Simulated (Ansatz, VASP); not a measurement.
**SiO2 in VASP and in Ansatz**

File INCAR:

```
PREC = Accurate
ENCUT = 520
EDIFF = 1E-6
ISMEAR = 0
SIGMA = 0.05
LREAL = F
LASPH = T
NELM = 80
ALGO = Normal
ISIF = 2
LWAVE = F
LCHARG = F
GGA = CA
NBANDS = 25
```

File KPOINTS:

```
regular mesh
0
Gamma
  6 6 8
```

Contents of POSCAR:

```
SiO2
1.0
    4.2050000000      0.0000000000      0.0000000000
    0.0000000000      4.2050000000      0.0000000000
    0.0000000000      0.0000000000      2.8529000000
Si O
2 4
Direct
    0.5000000000      0.5000000000      0.5000000000
    0.0000000000      0.0000000000      0.0000000000
    0.6944252994      0.6944252994      0.0000000000
    0.1944252994      0.8055747006      0.5000000000
    0.3055747006      0.3055747006      0.0000000000
    0.8055747006      0.1944252994      0.5000000000
```

Input for Ansatz:

```yaml
crystal:
  lattice:
    - [4.205, 0.0, 0.0]
    - [0.0, 4.205, 0.0]
    - [0.0, 0.0, 2.8529]
  atoms:
    - { symbol: Si, position: [0.5, 0.5, 0.5] }
    - { symbol: Si, position: [0.0, 0.0, 0.0] }
    - { symbol: O, position: [0.6944252994, 0.6944252994, 0.0] }
    - { symbol: O, position: [0.1944252994, 0.8055747006, 0.5] }
    - { symbol: O, position: [0.3055747006, 0.3055747006, 0.0] }
    - { symbol: O, position: [0.8055747006, 0.1944252994, 0.5] }
basis:
  ecutwfc: 520.0
kpoints:
  mp_grid: { grid: [6, 6, 8] }
hamiltonian:
  xc: lda
  pseudopotentials: { kind: paw, azcp: { folder: soft_1 } }
scf:
  occupations: { method: gaussian, width: 0.05 }
output:
  forces: true
  stress: true
  eigenvalues: true
```

Alike in both runs: task single point; functional LDA; k mesh 6 × 6 × 8; occupations gaussian, width 0.05 eV; no spin polarisation.

|  | VASP | Ansatz |
| --- | --- | --- |
| version | VASP 6.6.1 | Ansatz 0.2.0 |
| potentials or method | VASP PAW LDA potentials, release 64 (Si, O), cutoff 520 eV | scalar-relativistic, plane waves, PAW |
| valence electrons in the cell | 32 | 32 |

Ansatz gave:

```
gap on the k mesh at the Fermi level (eV)                     : 3.98
least direct gap on the mesh (eV)                             : 3.98
pressure (GPa)                                                : -27.4
traceless stress, the component that is largest in VASP (GPa) : -17.12
rms of the force components (eV/Å)                            : 0.023
```

Q: What did VASP give for the same quantities?

A: gap on the k mesh at the Fermi level (eV): 3.98; least direct gap on the mesh (eV): 3.98; pressure (GPa): -26.6; traceless stress, the component that is largest in VASP (GPa): -16.80; rms of the force components (eV/Å): 0.019.

Ansatz warns that its potentials were made for another functional, while VASP's fit it. LDA's correlation is that of Perdew and Zunger in VASP and of Perdew and Wang (1992) in Ansatz. Atom by atom the forces differ by 0.005 eV/Å (rms over components).
